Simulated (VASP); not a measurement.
# Zr (P6/mmm) in VASP: a series of runs

Runs on Zr. Level: LDA. Tasks: relaxation of cell and atoms.

Everything below comes from runs of VASP 6.6.1. Logs are shortened: lines on timing, memory, paths and dates and some standing lists are left out, and cuts for length are marked.

## (1) The cell of the first run

It takes space group P6/mmm (No. 191, hexagonal). Conventional cell: a = 4.840 Å, b = 4.840 Å, c = 3.030 Å, α = 90.00°, β = 90.00°, γ = 120.00°. Within 4.0 Å of Zr (site symmetry 6/mmm) lie 14 Zr at 3.03 to 3.18 Å. Within 3.7 Å of Zr (site symmetry -6m2) lie 11 Zr at 2.79 to 3.18 Å.

## (2) Relaxation of cell and atoms, LDA, target pressure 9 GPa, at which the enthalpy is minimised

Contents of INCAR:

```
SYSTEM = Zr
PREC = Accurate
ENCUT = 600
EDIFF = 1E-6
ISMEAR = 0
SIGMA = 0.05
LREAL = .FALSE.
LASPH = .TRUE.
NELM = 100
ALGO = Fast
ISIF = 3
LWAVE = .FALSE.
LCHARG = .FALSE.
GGA = CA
IBRION = 2
NSW = 80
EDIFFG = -0.01
PSTRESS = 90.0
```

Contents of KPOINTS:

```
Automatic mesh
0
G
  10 10 16
  0 0 0
```

Contents of POSCAR:

```
Zr
1.0
    4.8404578657      0.0000000000      0.0000000000
   -2.4202289328      4.1919594776      0.0000000000
    0.0000000000      0.0000000000      3.0301931880
Zr
3
Direct
    0.0000000000      0.0000000000      0.0000000000
    0.3333333333      0.6666666667      0.5000000000
    0.6666666667      0.3333333333      0.5000000000
```

Potentials or basis: VASP PAW LDA potentials, release 64 (Zr_sv).

On the command line:

```sh
> cat potpaw_LDA.64/Zr_sv/POTCAR > POTCAR
> mpirun -np 1 vasp_std > vasp.out
```

OUTCAR:

```text
SYSTEM = Zr
   PREC = Accurate
   ENCUT = 600
   EDIFF = 1E-6
   ISMEAR = 0
   LREAL = .FALSE.
   LASPH = .TRUE.
   NELM = 100
   ISIF = 3
   GGA = CA
   IBRION = 2
   NSW = 80
   EDIFFG = -0.01
   PSTRESS = 90.0

 ion  position               nearest neighbor table
   1  0.000  0.000  0.000-   2 3.18   3 3.18   2 3.18   3 3.18   2 3.18   2 3.18   3 3.18   3 3.18
                             3 3.18   3 3.18   2 3.18   2 3.18
   2  0.333  0.667  0.500-   3 2.79   3 2.79   3 2.79   1 3.18   1 3.18   1 3.18   1 3.18   1 3.18
                             1 3.18
   3  0.667  0.333  0.500-   2 2.79   2 2.79   2 2.79   1 3.18   1 3.18   1 3.18   1 3.18   1 3.18
                             1 3.18

  LATTYP: Found a hexagonal cell.
 ALAT       =     4.8404578657
 C/A-ratio  =     0.6260137516

  Lattice vectors:

 A1 = (   4.8404578657,   0.0000000000,   0.0000000000)
 A2 = (  -2.4202289328,   4.1919594776,   0.0000000000)
 A3 = (   0.0000000000,   0.0000000000,   3.0301931880)

Analysis of symmetry for initial positions (statically):
=====================================================================
 Subroutine PRICEL returns:
 Original cell was already a primitive cell.

 Routine SETGRP: Setting up the symmetry group for a
 hexagonal supercell.

 Subroutine GETGRP returns: Found 24 space group operations
 (whereof 24 operations were pure point group operations)
 out of a pool of 24 trial point group operations.

The static configuration has the point symmetry D_6h.

Analysis of symmetry for dynamics (positions and initial velocities):
=====================================================================
 Subroutine PRICEL returns:
 Original cell was already a primitive cell.

 Routine SETGRP: Setting up the symmetry group for a
 hexagonal supercell.

 Subroutine GETGRP returns: Found 24 space group operations
 (whereof 24 operations were pure point group operations)
 out of a pool of 24 trial point group operations.

The dynamic configuration has the point symmetry D_6h.

 Subroutine INISYM returns: Found 24 space group operations
 (whereof 24 operations are pure point group operations),
 and found     1 'primitive' translations

----------------------------------------------------------------------------------------

                                     Primitive cell

  volume of cell :      61.4857

  direct lattice vectors                    reciprocal lattice vectors
     4.840457866  0.000000000  0.000000000     0.206592027  0.119275962  0.000000000
    -2.420228933  4.191959478  0.000000000     0.000000000  0.238551924  0.000000000
     0.000000000  0.000000000  3.030193188     0.000000000  0.000000000  0.330011962

  length of vectors
     4.840457866  4.840457866  3.030193188     0.238551924  0.238551924  0.330011962

  position of ions in fractional coordinates (direct lattice)
     0.000000000  0.000000000  0.000000000
     0.333333333  0.666666667  0.500000000
     0.666666667  0.333333333  0.500000000

  ion indices of the primitive-cell ions
   primitive index   ion index
                 1           1
                 2           2
                 3           3

----------------------------------------------------------------------------------------

 KPOINTS: Automatic mesh

Automatic generation of k-mesh.
 Grid dimensions read from file:
 generate k-points for:   10   10   16

 Generating k-lattice:

  Cartesian coordinates                     Fractional coordinates (reciprocal lattice)
     0.020659203  0.011927596  0.000000000     0.100000000 -0.000000000  0.000000000
     0.000000000  0.023855192  0.000000000     0.000000000  0.100000000  0.000000000
     0.000000000  0.000000000  0.020625748     0.000000000  0.000000000  0.062500000

  Length of vectors
     0.023855192  0.023855192  0.020625748

  Shift w.r.t. Gamma in fractional coordinates (k-lattice)
     0.000000000  0.000000000  0.000000000

 Subroutine IBZKPT returns following result:
 ===========================================

 Found    126 irreducible k-points:

 Following reciprocal coordinates:
            Coordinates               Weight
  0.000000  0.000000  0.000000      1.000000
  0.100000  0.000000  0.000000      6.000000
  0.200000  0.000000  0.000000      6.000000
  0.300000  0.000000  0.000000      6.000000
  0.400000 -0.000000  0.000000      6.000000
  0.500000 -0.000000  0.000000      3.000000
[... 16 lines left out ...]
  0.300000  0.100000  0.062500     24.000000
  0.400000  0.100000  0.062500     24.000000
 [... further k-points ...]
   k-points           NKPTS =    126   k-points in BZ     NKDIM =    126   number of bands    NBANDS=     22
   number of dos      NEDOS =    301   number of ions     NIONS =      3
   total plane-waves  NPLWV =  38400
   dimension x,y,z NGX =    40 NGY =   40 NGZ =   24
   dimension x,y,z NGXF=    80 NGYF=   80 NGZF=   48
   ions per type =               3
   NGX,Y,Z   is equivalent  to a cutoff of  13.74, 13.74, 13.17 a.u.
   NGXF,Y,Z  is equivalent  to a cutoff of  27.48, 27.48, 26.33 a.u.
 SYSTEM =  Zr
   PREC   = accura    normal or accurate (medium, high low for compatibility)
   ISTART =      0    job   : 0-new  1-cont  2-samecut
   ICHARG =      2    charge: 1-file 2-atom 10-const
   ISPIN  =      1    spin polarized calculation?
   LNONCOLLINEAR =      F non collinear calculations
   LSORBIT =      F    spin-orbit coupling
   LASPH  =      T    aspherical Exc in radial PAW
   ENCUT  =  600.0 eV  44.10 Ry    6.64 a.u.   9.67  9.67  6.05*2*pi/ulx,y,z
   NELM   =    100;   NELMIN=  2; NELMDL= -5     # of ELM steps
   EDIFF  = 0.1E-05   stopping-criterion for ELM
   LREAL  =      F    real-space projection
   EDIFFG = -.1E-01   stopping-criterion for IOM
   NSW    =     80    number of steps for IOM
   IBRION =      2    ionic relax: 0-MD 1-quasi-New 2-CG
   NFREE  =      1    steps in history (QN), initial steepest desc. (CG)
   ISIF   =      3    stress and relaxation
   ISYM   =      2    0-nonsym 1-usesym 2-fastsym
   POTIM  = 0.5000    time-step for ionic-motion
   TEBEG  =    0.0;   TEEND  =   0.0 temperature during run
   PSTRESS=   90.0 pullay stress
   NELECT =      36.0000    total number of electrons
   NUPDOWN=      -1.0000    fix difference up-down
   EMIN   =  10.00;   EMAX   =-10.00  energy-range for DOS
   EFERMI =   0.00;   METHOD = LEGACY
   ISMEAR =     0;   SIGMA  =   0.05  broadening in eV -4-tet -1-fermi 0-gaus
   EFERMI_NEDOS =   21; number of points for ismear=-14 and -15
   IALGO  =     68    algorithm
   IMIX   =      4    mixing-type and parameters
     AMIX     =   0.40;   BMIX     =  1.00
     AMIX_MAG =   1.60;   BMIX_MAG =  1.00
  volume/ion in A,a.u.               =      20.50       138.31
  Fermi-wavevector in a.u.,A,eV,Ry     =   1.369570  2.588113 25.520765  1.875723
  Thomas-Fermi vector in A             =   2.495434
   LORBIT       =      0    0 simple, 1 ext, 2 COOP (PROOUT), +10 PAW based schemes
   GGA     = CA    functional components
   LHFCALC =     F    Hartree Fock is set to
   AEXX    =    0.0000 exact exchange contribution
   IVDW    =     0    specifies the selected vdW correction
   LEPSILON=     F    determine dielectric tensor
   LRPA    =     F    only Hartree local field effects (RPA)
 conjugate gradient relaxation of ions
 non-spin polarized calculation
 RMM-DIIS sequential band-by-band and
 Gauss-broadening in eV      SIGMA  =   0.05
  energy-cutoff  :      600.00
  volume of cell :       61.49
 maximum number of plane-waves:      2089
 NGX is ok and might be reduce to    40
   NGX = 19   NGY = 19   NGZ = 13

--------------------------------------- Ionic step        1  -------------------------------------------

 number of electron      36.0000000 magnetization

 Free energy of the ion-electron system (eV)
  ---------------------------------------------------
  ext. energy  EPLUGINS =         0.00000000
  ---------------------------------------------------
  free energy    TOTEN  =       -27.86339589 eV

  energy without entropy =      -27.86099951  energy(sigma->0) =      -27.86219770

------------------------ aborting loop because EDIFF is reached ----------------------------------------

  FORCE on cell =-STRESS in cart. coord.  units (eV):
  Direction    XX          YY          ZZ          XY          YZ          ZX
  --------------------------------------------------------------------------------------
  -------------------------------------------------------------------------------------
  Total        2.3653843      2.3653843      2.3551212      0.0000000      0.0000000     -0.0000000
  in kB       61.6365677     61.6365677     61.3691344      0.0000000      0.0000000     -0.0000000
  external PRESSURE =     -28.4525767 kB  Pullay stress =      90.0000000 kB
[... 63 lines left out ...]
  enthalpy is  TOTEN    =       -24.3940398151 eV   P V=        3.2751067724

--------------------------------------- Ionic step        3  -------------------------------------------

 number of electron      36.0000000 magnetization

 Free energy of the ion-electron system (eV)
  ---------------------------------------------------
  ext. energy  EPLUGINS =         0.00000000
  ---------------------------------------------------
  free energy    TOTEN  =       -27.80342065 eV

  energy without entropy =      -27.80083207  energy(sigma->0) =      -27.80212636

 E-fermi :  10.3795     XC(G=0): -11.9844

 val. band max:       10.3773789803   @ k =   0.3000   0.2000   0.0000
 cond. band min:      10.3874461045   @ k =   0.0000   0.0000   0.0625
 fundamental gap:      0.0100671242
 Fermi energy:        10.3794656636

 k-point     1 :       0.0000    0.0000    0.0000
  band No.  band energies     occupation
      1     -37.9086      2.00000
      2     -37.6358      2.00000
      3     -37.3556      2.00000
      4     -16.4532      2.00000
      5     -16.4532      2.00000
      6     -16.2938      2.00000
[... 574 lines left out ...]
      6     -16.1358      2.00000
[... 14 lines left out ...]
     21      11.5177      0.00000
     22      12.3332      0.00000

 [... further k-points ...]
[... 5 lines left out ...]
  --------------------------------------------------------------------------------------
  -------------------------------------------------------------------------------------
  Total        3.3702769      3.3702769      3.3617797      0.0000000      0.0000000     -0.0000000
  in kB       89.6788955     89.6788955     89.4527964      0.0000000      0.0000000     -0.0000000
  external PRESSURE =      -0.3964709 kB  Pullay stress =      90.0000000 kB
[... 18 lines left out ...]
  FREE ENERGIE OF THE ION-ELECTRON SYSTEM (eV)
  ---------------------------------------------------
  free  energy   TOTEN  =       -27.8034206517 eV

  energy  without entropy=      -27.8008320726  energy(sigma->0) =      -27.80212636

  enthalpy is  TOTEN    =       -24.4210761400 eV   P V=        3.3823445117

 reached required accuracy - stopping structural energy minimisation
```

Run time: 22 min. Hardware: 1 thread of AMD EPYC 7R13, shared host; peak memory 0.26 GiB.

Results:

```
Free energy                                            : -27.8034 eV
Relaxed volume                                         : 20.07 Å³/atom
Relaxed cell                                           : a = 4.807 Å, b = 4.807 Å, c = 3.009 Å, α = 90.00°, β = 90.00°, γ = 120.00°
Space group after relaxing (to 0.05 Å)                 : P6/mmm (No. 191)
Energy change on relaxing (the enthalpy is what falls) : +20.0 meV/atom
Ionic steps                                            : 3
Pressure after relaxing                                : 9.0 GPa
Band gap on the k mesh                                 : zero (band 18 reaches 10.84 eV, above the bottom of band 19 at 10.05 eV)
```

The path:
```
step  energy change (eV)  largest force (eV/Å)  pressure (GPa)  volume (Å³)
   1              0.0000                0.0000            6.15        61.49
   2              0.1942                0.0000           13.66        58.30
   3              0.0600                0.0000            8.96        60.21
```

Final structure:
```
CELL_PARAMETERS angstrom
4.80692 0.00000 0.00000
-2.40346 4.16291 0.00000
0.00000 0.00000 3.00900
ATOMIC_POSITIONS crystal
Zr 0.00000 0.00000 0.00000
Zr 0.33333 0.66667 0.50000
Zr 0.66667 0.33333 0.50000
```

Levels at points of the mesh, in eV from the Fermi level:
| k point | band 14 | band 15 | band 16 | band 17 | band 18 | band 19 | band 20 | band 21 | band 22 |
| --- | --- | --- | --- | --- | --- | --- | --- | --- | --- |
| (0.00, 0.00, 0.00) | -2.84 | -0.39 | -0.39 | -0.32 | -0.32 | -0.16 | 0.90 | 1.79 | 1.79 |
| (0.50, 0.00, 0.00) | -3.10 | -2.98 | -0.81 | -0.81 | -0.58 | -0.08 | 0.82 | 1.12 | 2.38 |
| (0.00, 0.00, 0.50) | -3.05 | -2.22 | -2.22 | -1.95 | -1.10 | 1.33 | 1.33 | 1.97 | 1.97 |
| (0.50, 0.00, 0.50) | -2.52 | -2.31 | -1.84 | -0.93 | -0.37 | 0.18 | 1.02 | 1.75 | 1.87 |

Caveat: the cell is relaxed towards a set pressure, so the enthalpy falls and the energy may rise.

## (3) Relaxation of cell and atoms, LDA, target pressure 6 GPa, at which the enthalpy is minimised

This run uses another cell than the first one, of 20.82 Å³/atom, 1.016 times its volume.

Contents of INCAR:

```
SYSTEM = Zr
  PREC = Accurate
  ENCUT = 600
  EDIFF = 1E-6
  ISMEAR = 0
  SIGMA = 0.05
  LREAL = .FALSE.
  LASPH = .TRUE.
  NELM = 80
  ALGO = Fast
  ISIF = 3
  LWAVE = .FALSE.
  LCHARG = .FALSE.
  IBRION = 2
  NSW = 80
  EDIFFG = -0.01
  PSTRESS = 60.0
```

Contents of KPOINTS:

```
regular mesh
0
G
  10 10 16
  0 0 0
```

Contents of POSCAR:

```
Zr
1.0
    4.8660790835      0.0000000000      0.0000000000
   -2.4330395417      4.2141481032      0.0000000000
    0.0000000000      0.0000000000      3.0463025912
Zr
3
Direct
    0.0000000000      0.0000000000      0.0000000000
    0.3333333333      0.6666666667      0.5000000000
    0.6666666667      0.3333333333      0.5000000000
```

Potentials or basis: VASP PAW LDA potentials, release 64 (Zr_sv).

On the command line:

```sh
> cat potpaw_LDA.64/Zr_sv/POTCAR > POTCAR
> mpirun -np 1 vasp_std > vasp.out
```

Wall time 20 min (1 thread of AMD EPYC 7R13, shared host); peak memory 0.26 GiB.

The run converged. Its results:

```yaml
Free_energy: -27.8665 eV
Relaxed_volume: 20.52 Å³/atom
Relaxed_cell: a = 4.842 Å, b = 4.842 Å, c = 3.031 Å, α = 90.00°, β = 90.00°, γ = 120.00°
Space_group_after_relaxing_to_0.05_Å: P6/mmm (No. 191)
Energy_change_on_relaxing_the_enthalpy_is_what_falls: +9.6 meV/atom
Ionic_steps: 3
Pressure_after_relaxing: 6.0 GPa
Band_gap_on_the_k_mesh: zero (band 18 reaches 10.55 eV, above the bottom of band 19 at 9.80 eV)
```

The path:
```csv
step,energy change (eV),largest force (eV/Å),pressure (GPa),volume (Å³)
1,0.0000,0.0000,4.15,62.47
2,0.0857,0.0000,8.81,60.32
3,0.0289,0.0000,6.00,61.56
```

Final structure:
```xyz
3
Lattice="4.8424 0.0000 0.0000 -2.4212 4.1936 0.0000 0.0000 0.0000 3.0313" Properties=species:S:1:pos:R:3 pbc="T T T"
Zr   -2.4212    4.1936    0.0000
Zr    0.0000    2.7958    1.5156
Zr    2.4212    1.3979    1.5156
```

Levels at points of the mesh, in eV from the Fermi level:
```tsv
k point	band 16	band 17	band 18	band 19	band 20	band 21
(0.00, 0.00, 0.00)	-0.41	-0.34	-0.34	-0.17	0.88	1.75
(0.50, 0.00, 0.00)	-0.78	-0.78	-0.57	-0.07	0.79	1.11
(0.00, 0.00, 0.50)	-2.16	-1.99	-1.15	1.31	1.31	1.91
(0.50, 0.00, 0.50)	-1.78	-0.91	-0.39	0.20	1.00	1.69
```

Caveat: the cell is relaxed towards a set pressure, so the enthalpy falls and the energy may rise.

## (4) Relaxation of cell and atoms, LDA, target pressure 4 GPa, at which the enthalpy is minimised

This run uses another cell than the first one, of 21.18 Å³/atom, 1.033 times its volume.

Contents of INCAR:

```
PREC     = Accurate       # precision mode
ENCUT    = 600            # plane-wave cutoff, eV
EDIFF    = 1E-7           # SCF threshold, eV
ISMEAR   = 0              # smearing method
SIGMA    = 0.05           # smearing width, eV
LREAL    = False          # projectors in reciprocal space
LASPH    = True           # aspherical terms in the spheres
NELM     = 60             # most SCF steps
ALGO     = Fast           # electronic algorithm
ISIF     = 3              # what is computed and relaxed
LWAVE    = False          # write WAVECAR
LCHARG   = False          # write CHGCAR
GGA      = CA             # functional
IBRION   = 2              # ionic algorithm
NSW      = 80             # ionic steps
EDIFFG   = -0.01          # ionic threshold
PSTRESS  = 40.0
```

Contents of KPOINTS:

```
regular mesh
0
Gamma
  10 10 16
```

Contents of POSCAR:

```
Zr
1.0
    4.8934285791      0.0000000000      0.0000000000
   -2.4467142895      4.2378334611      0.0000000000
    0.0000000000      0.0000000000      3.0634223203
Zr
3
Direct
    0.0000000000      0.0000000000      0.0000000000
    0.3333333333      0.6666666667      0.5000000000
    0.6666666667      0.3333333333      0.5000000000
```

On the command line:

```sh
> cat potpaw_LDA.64/Zr_sv/POTCAR > POTCAR
> mpirun -np 1 vasp_std > vasp.out
```

Run time: 24 min. Hardware: 1 thread of AMD EPYC 7R13, shared host; peak memory 0.27 GiB.

It converged, with:

```yaml
Free_energy: -27.8980 eV
Relaxed_volume: 20.85 Å³/atom
Relaxed_cell: a = 4.868 Å, b = 4.868 Å, c = 3.048 Å, α = 90.00°, β = 90.00°, γ = 120.00°
Space_group_after_relaxing_to_0.05_Å: P6/mmm (No. 191)
Energy_change_on_relaxing_the_enthalpy_is_what_falls: +6.2 meV/atom
Ionic_steps: 3
Pressure_after_relaxing: 4.0 GPa
Band_gap_on_the_k_mesh: zero (band 18 reaches 10.35 eV, above the bottom of band 19 at 9.62 eV)
```

The path:
| step | energy change (eV) | largest force (eV/Å) | pressure (GPa) | volume (Å³) |
| --- | --- | --- | --- | --- |
| 1 | 0.0000 | 0.0000 | 2.14 | 63.53 |
| 2 | 0.0598 | 0.0000 | 6.57 | 61.30 |
| 3 | 0.0186 | 0.0000 | 3.98 | 62.55 |

Final structure:
```
Zr
1.0
     4.86838    0.00000    0.00000
    -2.43419    4.21614    0.00000
     0.00000    0.00000    3.04756
Zr
3
Cartesian
  -2.4342 4.2161 3.0476
  0.0000 2.8108 1.5238
  2.4342 1.4054 1.5238
```

Levels at points of the mesh, in eV from the Fermi level:
| k point | band 15 | band 16 | band 17 | band 18 | band 19 | band 20 | band 21 | band 22 |
| --- | --- | --- | --- | --- | --- | --- | --- | --- |
| (0.00, 0.00, 0.00) | -0.43 | -0.43 | -0.36 | -0.36 | -0.18 | 0.87 | 1.73 | 1.73 |
| (0.50, 0.00, 0.00) | -3.03 | -0.76 | -0.75 | -0.57 | -0.06 | 0.77 | 1.10 | 2.16 |
| (0.00, 0.00, 0.50) | -2.12 | -2.12 | -2.02 | -1.19 | 1.29 | 1.29 | 1.86 | 1.86 |
| (0.50, 0.00, 0.50) | -2.20 | -1.73 | -0.90 | -0.40 | 0.21 | 0.98 | 1.64 | 1.66 |

Caveat: the cell is relaxed towards a set pressure, so the enthalpy falls and the energy may rise.

## (5) The runs side by side

```csv
cell,gap on the mesh (eV),pressure (GPa)
"relaxed to 9 GPa from a = 4.840, b = 4.840, c = 3.030 Å, angles 90.0, 90.0, 120.0°, 3 atoms",none,9.0
"relaxed to 6 GPa from a = 4.866, b = 4.866, c = 3.046 Å, angles 90.0, 90.0, 120.0°, 3 atoms",none,6.0
"relaxed to 4 GPa from a = 4.893, b = 4.893, c = 3.063 Å, angles 90.0, 90.0, 120.0°, 3 atoms",none,4.0
```

Alike in all rows: task relaxation of cell and atoms; level LDA; potentials or basis VASP PAW LDA potentials, release 64 (Zr_sv); no spin polarisation; k mesh 10 × 10 × 16; cutoff (eV) 600; smearing gaussian 0.05 eV.

Caveats: the cell is relaxed towards a set pressure, so the enthalpy falls and the energy may rise.

Total energies depend on the potentials used, so only differences within one code and one set of settings carry meaning.
